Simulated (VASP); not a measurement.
# Hf (Im-3m) in VASP: a series of runs

The runs below take Hf through single point, relaxation of cell and atoms, with PBEsol.

Program: VASP 6.6.1. These are calculated values, not measurements. Logs are shortened: lines on timing, memory, paths and dates and some standing lists are left out, and cuts for length are marked.

**1. The cell of the first run**

The structure is cubic, space group Im-3m (No. 229). Conventional cell: a = 3.498 Å, b = 3.498 Å, c = 3.498 Å, α = 90.00°, β = 90.00°, γ = 90.00°. Hf (site symmetry m-3m) has 14 Hf at 3.03 to 3.50 Å within 4.0 Å.

**2. Single point, PBEsol**

INCAR

```
SYSTEM = Hf
ALGO     = Normal         ! electronic algorithm
EDIFF    = 1E-6           ! SCF threshold, eV
ENCUT    = 500            ! plane-wave cutoff, eV
GGA      = PS             ! functional
GGA_COMPAT= .False.      
ISIF     = 2              ! what is computed and relaxed
ISMEAR   = 1              ! smearing method
LASPH    = .True.         ! aspherical terms in the spheres
LCHARG   = .True.         ! write CHGCAR
LELF     = .True.         ! ELF
LREAL    = .False.        ! projectors in reciprocal space
LVHAR    = .True.       
LWAVE    = .False.        ! write WAVECAR
NBANDS   = 11             ! bands
NELM     = 120            ! most SCF steps
PREC     = Accurate       ! precision mode
SIGMA    = 0.1            ! smearing width, eV
```

KPOINTS

```
k-points
0
Gamma
  10 10 10
  0 0 0
```

POSCAR

```
Hf
1.0
    1.7490862544      1.7490862544      1.7490862544
   -1.7490862544      1.7490862544      1.7490862544
   -1.7490862544     -1.7490862544      1.7490862544
Hf
1
Direct
    0.0000000000      0.0000000000      0.0000000000
```

Potentials or basis: VASP PAW PBE potentials, release 64 (Hf_pv).

Command:

```bash
cat potpaw_PBE.64/Hf_pv/POTCAR > POTCAR
mpirun -np 1 vasp_std > vasp.out
```

OUTCAR:

```text
SYSTEM = Hf
   EDIFF = 1E-6
   ENCUT = 500
   GGA = PS
   ISIF = 2
   ISMEAR = 1
   LASPH = .True.
   LREAL = .False.
   NELM = 120
   PREC = Accurate

 ion  position               nearest neighbor table
   1  0.000  0.000  0.000-

  LATTYP: Found a body centered cubic cell.
 ALAT       =     3.4981725088

  Lattice vectors:

 A1 = (   1.7490862544,  -1.7490862544,  -1.7490862544)
 A2 = (   1.7490862544,   1.7490862544,   1.7490862544)
 A3 = (  -1.7490862544,  -1.7490862544,   1.7490862544)

Analysis of symmetry for initial positions (statically):
=====================================================================
 Subroutine PRICEL returns:
 Original cell was already a primitive cell.

 Routine SETGRP: Setting up the symmetry group for a
 body centered cubic supercell.

 Subroutine GETGRP returns: Found 48 space group operations
 (whereof 48 operations were pure point group operations)
 out of a pool of 48 trial point group operations.

The static configuration has the point symmetry O_h .

Analysis of symmetry for dynamics (positions and initial velocities):
=====================================================================
 Subroutine PRICEL returns:
 Original cell was already a primitive cell.

 Routine SETGRP: Setting up the symmetry group for a
 body centered cubic supercell.

 Subroutine GETGRP returns: Found 48 space group operations
 (whereof 48 operations were pure point group operations)
 out of a pool of 48 trial point group operations.

The dynamic configuration has the point symmetry O_h .

 Subroutine INISYM returns: Found 48 space group operations
 (whereof 48 operations are pure point group operations),
 and found     1 'primitive' translations

----------------------------------------------------------------------------------------

                                     Primitive cell

  volume of cell :      21.4039

  direct lattice vectors                    reciprocal lattice vectors
     1.749086254  1.749086254  1.749086254     0.285863547  0.000000000  0.285863547
    -1.749086254  1.749086254  1.749086254    -0.285863547  0.285863547  0.000000000
    -1.749086254 -1.749086254  1.749086254     0.000000000 -0.285863547  0.285863547

  length of vectors
     3.029506259  3.029506259  3.029506259     0.404272105  0.404272105  0.404272105

  position of ions in fractional coordinates (direct lattice)
     0.000000000  0.000000000  0.000000000

  ion indices of the primitive-cell ions
   primitive index   ion index
                 1           1

----------------------------------------------------------------------------------------

 KPOINTS: k-points

Automatic generation of k-mesh.
 Grid dimensions read from file:
 generate k-points for:   10   10   10

 Generating k-lattice:

  Cartesian coordinates                     Fractional coordinates (reciprocal lattice)
     0.028586355  0.000000000  0.028586355     0.100000000  0.000000000  0.000000000
    -0.028586355  0.028586355  0.000000000     0.000000000  0.100000000  0.000000000
     0.000000000 -0.028586355  0.028586355     0.000000000  0.000000000  0.100000000

  Length of vectors
     0.040427210  0.040427210  0.040427210

  Shift w.r.t. Gamma in fractional coordinates (k-lattice)
     0.000000000  0.000000000  0.000000000

 Subroutine IBZKPT returns following result:
 ===========================================

 Found     47 irreducible k-points:

 Following reciprocal coordinates:
            Coordinates               Weight
  0.000000  0.000000  0.000000      1.000000
  0.100000  0.000000  0.000000     12.000000
  0.200000  0.000000  0.000000     12.000000
  0.300000  0.000000  0.000000     12.000000
  0.400000  0.000000  0.000000     12.000000
  0.500000  0.000000  0.000000      6.000000
[... 16 lines left out ...]
  0.100000  0.300000  0.100000      8.000000
  0.500000  0.300000  0.100000     24.000000
 [... further k-points ...]
   k-points           NKPTS =     47   k-points in BZ     NKDIM =     47   number of bands    NBANDS=     11
   number of dos      NEDOS =    301   number of ions     NIONS =      1
   total plane-waves  NPLWV =  13824
   dimension x,y,z NGX =    24 NGY =   24 NGZ =   24
   dimension x,y,z NGXF=    48 NGYF=   48 NGZF=   48
   ions per type =               1
   NGX,Y,Z   is equivalent  to a cutoff of  13.17, 13.17, 13.17 a.u.
   NGXF,Y,Z  is equivalent  to a cutoff of  26.34, 26.34, 26.34 a.u.
 SYSTEM =  Hf
   PREC   = accura    normal or accurate (medium, high low for compatibility)
   ISTART =      0    job   : 0-new  1-cont  2-samecut
   ICHARG =      2    charge: 1-file 2-atom 10-const
   ISPIN  =      1    spin polarized calculation?
   LNONCOLLINEAR =      F non collinear calculations
   LSORBIT =      F    spin-orbit coupling
   LASPH  =      T    aspherical Exc in radial PAW
   ENCUT  =  500.0 eV  36.75 Ry    6.06 a.u.   5.52  5.52  5.52*2*pi/ulx,y,z
   NELM   =    120;   NELMIN=  2; NELMDL= -5     # of ELM steps
   EDIFF  = 0.1E-05   stopping-criterion for ELM
   LREAL  =      F    real-space projection
   EDIFFG = 0.1E-04   stopping-criterion for IOM
   NSW    =      0    number of steps for IOM
   IBRION =     -1    ionic relax: 0-MD 1-quasi-New 2-CG
   NFREE  =      0    steps in history (QN), initial steepest desc. (CG)
   ISIF   =      2    stress and relaxation
   ISYM   =      2    0-nonsym 1-usesym 2-fastsym
   POTIM  = 0.5000    time-step for ionic-motion
   TEBEG  =    0.0;   TEEND  =   0.0 temperature during run
   PSTRESS=    0.0 pullay stress
   NELECT =      10.0000    total number of electrons
   NUPDOWN=      -1.0000    fix difference up-down
   EMIN   =  10.00;   EMAX   =-10.00  energy-range for DOS
   EFERMI =   0.00;   METHOD = LEGACY
   ISMEAR =     1;   SIGMA  =   0.10  broadening in eV -4-tet -1-fermi 0-gaus
   EFERMI_NEDOS =   21; number of points for ismear=-14 and -15
   IALGO  =     38    algorithm
   IMIX   =      4    mixing-type and parameters
     AMIX     =   0.40;   BMIX     =  1.00
     AMIX_MAG =   1.60;   BMIX_MAG =  1.00
  volume/ion in A,a.u.               =      21.40       144.44
  Fermi-wavevector in a.u.,A,eV,Ry     =   1.270312  2.400541 21.955608  1.613692
  Thomas-Fermi vector in A             =   2.403306
   LORBIT       =      0    0 simple, 1 ext, 2 COOP (PROOUT), +10 PAW based schemes
   GGA     = PS    functional components
   LHFCALC =     F    Hartree Fock is set to
   AEXX    =    0.0000 exact exchange contribution
   IVDW    =     0    specifies the selected vdW correction
   LEPSILON=     F    determine dielectric tensor
   LRPA    =     F    only Hartree local field effects (RPA)
 non-spin polarized calculation
 Methfessel and Paxton  Order N= 1 SIGMA  =   0.10
  energy-cutoff  :      500.00
  volume of cell :       21.40
 maximum number of plane-waves:       563
 NGX is ok and might be reduce to    24
   NGX = 11   NGY = 11   NGZ = 11

 number of electron      10.0000000 magnetization

 number of electron       9.9999998 magnetization

 Free energy of the ion-electron system (eV)
  ---------------------------------------------------
  ext. energy  EPLUGINS =         0.00000000
  ---------------------------------------------------
  free energy    TOTEN  =       -10.33571804 eV

  energy without entropy =      -10.33590334  energy(sigma->0) =      -10.33577980

 E-fermi :   4.7449     XC(G=0): -11.5943

 val. band max:        4.7379558002   @ k =   0.3000   0.0000   0.0000
 cond. band min:       4.7635725186   @ k =   0.5000   0.2000   0.0000
 fundamental gap:      0.0256167184
 Fermi energy:         4.7449032090

 k-point     1 :       0.0000    0.0000    0.0000
  band No.  band energies     occupation
      1     -24.8927      2.00000
      2     -24.8927      2.00000
      3     -24.8927      2.00000
      4      -2.4701      2.00000
      5       6.2585     -0.00000
      6       6.2585     -0.00000
      7       6.2585     -0.00000
      8       9.1830      0.00000
      9       9.1830      0.00000
     10      18.1264      0.00000
     11      18.2490      0.00000

 k-point     2 :       0.1000    0.0000    0.0000
  band No.  band energies     occupation
      1     -24.9909      2.00000
      2     -24.9229      2.00000
      3     -24.8932      2.00000
      4      -2.0839      2.00000
      5       5.9911     -0.00000
      6       6.1353     -0.00000
      7       6.6433     -0.00000
      8       8.7958      0.00000
      9       9.1804      0.00000
     10      18.1262      0.00000
     11      18.6049      0.00000

 k-point     3 :       0.2000    0.0000    0.0000
  band No.  band energies     occupation
      1     -25.2402      2.00000
      2     -25.0012      2.00000
      3     -24.8946      2.00000
      4      -1.0432      2.00000
      5       5.3768     -0.00000
      6       5.5895     -0.00000
      7       7.7637      0.00000
      8       8.5410      0.00000
      9       9.2443      0.00000
     10      18.1213      0.00000
     11      18.9307      0.00000

 k-point     4 :       0.3000    0.0000    0.0000
  band No.  band energies     occupation
      1     -25.5343      2.00000
      2     -25.0963      2.00000
      3     -24.8963      2.00000
      4       0.2404      2.00000
      5       4.7380      1.11727
      6       5.0559     -0.00010
      7       8.8440      0.00000
      8       9.4825      0.00000
      9       9.5022      0.00000
     10      17.6768      0.00000
     11      18.0724      0.00000

 k-point     5 :       0.4000    0.0000    0.0000
  band No.  band energies     occupation
      1     -25.7621      2.00000
      2     -25.1720      2.00000
      3     -24.8978      2.00000
      4       1.0351      2.00000
      5       4.2885      2.00000
      6       5.4038     -0.00000
      7       9.1033      0.00000
      8       9.8625      0.00000
      9      11.5411      0.00000
     10      16.1038      0.00000
     11      16.3740      0.00000
[... 211 lines left out ...]
 k-point    21 :       0.4000    0.2000    0.1000
  band No.  band energies     occupation
      1     -25.6280      2.00000
      2     -25.2374      2.00000
      3     -25.0269      2.00000
      4       1.6009      2.00000
      5       4.2756      2.00000
      6       5.2402     -0.00000
      7       7.7122      0.00000
      8       9.8548      0.00000
      9      10.8978      0.00000
     10      16.5566      0.00000
     11      18.1409      0.00000

 k-point    22 :       0.5000    0.2000    0.1000
  band No.  band energies     occupation
      1     -25.7502      2.00000
      2     -25.3078      2.00000
      3     -25.0264      2.00000
      4       2.0881      2.00000
      5       4.4418      2.00016
      6       4.8909     -0.05881
      7       7.8387      0.00000
      8      10.4765      0.00000
      9      12.7965      0.00000
     10      15.0686      0.00000
     11      18.1324      0.00000

 k-point    23 :       0.1000    0.3000    0.1000
  band No.  band energies     occupation
      1     -25.3784      2.00000
      2     -24.9656      2.00000
      3     -24.9656      2.00000
      4      -0.3970      2.00000
      5       4.9825     -0.00396
      6       4.9825     -0.00396
      7       8.9137      0.00000
      8       9.0500      0.00000
      9       9.0500      0.00000
     10      18.1180      0.00000
     11      19.7122      0.00000

 k-point    24 :       0.5000    0.3000    0.1000
  band No.  band energies     occupation
      1     -25.6735      2.00000
      2     -25.3907      2.00000
      3     -25.0464      2.00000
      4       2.6369      2.00000
      5       3.7507      2.00000
      6       4.9534     -0.01203
      7       8.3270      0.00000
      8       9.6295      0.00000
      9      13.0372      0.00000
     10      14.9616      0.00000
     11      18.1683      0.00000

 [... further k-points ...]
[... 5 lines left out ...]
  --------------------------------------------------------------------------------------
  -------------------------------------------------------------------------------------
  Total       -0.1027918     -0.1027918     -0.1027918     -0.0000000     -0.0000000     -0.0000000
  in kB       -7.6944087     -7.6944087     -7.6944087     -0.0000000     -0.0000000     -0.0000000
  external PRESSURE =      -7.6944087 kB  Pullay stress =       0.0000000 kB

 VOLUME and BASIS-vectors are now :
 -----------------------------------------------------------------------------
  energy-cutoff  :      500.00
  volume of cell :       21.40
      direct lattice vectors                 reciprocal lattice vectors
     1.749086254  1.749086254  1.749086254     0.285863547  0.000000000  0.285863547
    -1.749086254  1.749086254  1.749086254    -0.285863547  0.285863547  0.000000000
    -1.749086254 -1.749086254  1.749086254     0.000000000 -0.285863547  0.285863547

 POSITION                                       TOTAL-FORCE (eV/Angst)
 -----------------------------------------------------------------------------------
      0.00000      0.00000      0.00000         0.000000      0.000000      0.000000
 -----------------------------------------------------------------------------------
    total drift:                                0.000000     -0.000000      0.000000

  FREE ENERGIE OF THE ION-ELECTRON SYSTEM (eV)
  ---------------------------------------------------
  free  energy   TOTEN  =       -10.3357180394 eV

  energy  without entropy=      -10.3359033357  energy(sigma->0) =      -10.33577980
```

Wall time 13 s (1 thread of Intel Xeon 8259CL, shared host); peak memory 0.14 GiB.

What came out:

- Free energy: -10.3357 eV
- Pressure: -0.8 GPa
- Band gap on the k mesh: zero (band 5 reaches 6.26 eV, above the bottom of band 6 at 3.92 eV)

Levels at points of the mesh, in eV from the Fermi level:
| k point | band 2 | band 3 | band 4 | band 5 | band 6 | band 7 | band 8 | band 9 |
| --- | --- | --- | --- | --- | --- | --- | --- | --- |
| (0.00, 0.00, 0.00) | -29.64 | -29.64 | -7.22 | 1.51 | 1.51 | 1.51 | 4.44 | 4.44 |
| (0.50, 0.00, 0.00) | -29.95 | -29.64 | -3.55 | -0.62 | 1.24 | 4.28 | 5.34 | 7.99 |
| (0.50, 0.50, 0.50) | -30.30 | -30.30 | -2.79 | -2.79 | 7.09 | 7.09 | 7.09 | 7.56 |

Caveat: the PAW data sets were made with another functional, which shifts forces and pressure a little; spin-orbit coupling is left out, which moves the levels of the heavy elements.

**3. Relaxation of cell and atoms, PBEsol**

This run uses another cell than the first one, of 22.37 Å³/atom, 1.045 times its volume.

INCAR

```
SYSTEM = Hf
ALGO = Normal
EDIFF = 1E-7
EDIFFG = -0.02
ENCUT = 500
GGA = PS
GGA_COMPAT = .False.
IBRION = 2
ISIF = 3
ISMEAR = 1
LASPH = .True.
LCHARG = .False.
LREAL = .False.
LWAVE = .False.
NELM = 120
NELMIN = 4
NSW = 60
PREC = Accurate
SIGMA = 0.1
```

KPOINTS is that of step 2.

POSCAR

```
Hf
1.0
    1.7750000000      1.7750000000      1.7750000000
   -1.7750000000      1.7750000000      1.7750000000
   -1.7750000000     -1.7750000000      1.7750000000
Hf
1
Direct
    0.0000000000      0.0000000000      0.0000000000
```

Potentials or basis: VASP PAW PBE potentials, release 64 (Hf_pv).

Command:

```bash
cat potpaw_PBE.64/Hf_pv/POTCAR > POTCAR
mpirun -np 1 vasp_std > vasp.out
```

It took 31 s on 1 thread of Intel Xeon 8259CL, shared host; peak memory 0.15 GiB.

The run converged. Its results:

| Item | Value |
| --- | --- |
| Free energy | -10.3363 eV |
| Relaxed volume | 21.26 Å³/atom |
| Relaxed cell | a = 3.023 Å, b = 3.023 Å, c = 3.023 Å, α = 70.53°, β = 109.47°, γ = 70.53° |
| Space group after relaxing (to 0.05 Å) | Im-3m (No. 229) |
| Energy gained by relaxing | 18.5 meV/atom |
| Ionic steps | 3 |
| Pressure after relaxing | -0.1 GPa |
| Band gap on the k mesh | zero (band 5 reaches 6.31 eV, above the bottom of band 6 at 3.96 eV) |

Step by step:
| step | energy change (eV) | largest force (eV/Å) | pressure (GPa) | volume (Å³) |
| --- | --- | --- | --- | --- |
| 1 | 0.0000 | 0.0000 | -5.14 | 22.37 |
| 2 | 0.0036 | 0.0000 | 6.56 | 20.13 |
| 3 | -0.0185 | 0.0000 | -0.06 | 21.26 |

Final structure:
```xyz
1
Lattice="1.7453 1.7453 1.7453 -1.7453 1.7453 1.7453 -1.7453 -1.7453 1.7453" Properties=species:S:1:pos:R:3 pbc="T T T"
Hf    0.0000    0.0000    0.0000
```

Levels at points of the mesh, in eV from the Fermi level:
```tsv
k point	band 1	band 2	band 3	band 4	band 5	band 6	band 7	band 8	band 9
(0.00, 0.00, 0.00)	-29.61	-29.61	-29.61	-7.24	1.52	1.52	1.52	4.46	4.46
(0.50, 0.00, 0.00)	-30.59	-29.93	-29.62	-3.57	-0.63	1.26	4.31	5.37	8.05
(0.50, 0.50, 0.50)	-30.29	-30.29	-30.29	-2.83	-2.83	7.14	7.14	7.14	7.61
```

Caveat: the PAW data sets were made with another functional, which shifts forces and pressure a little; spin-orbit coupling is left out, which moves the levels of the heavy elements.

(Continued in part 2 of 3.)
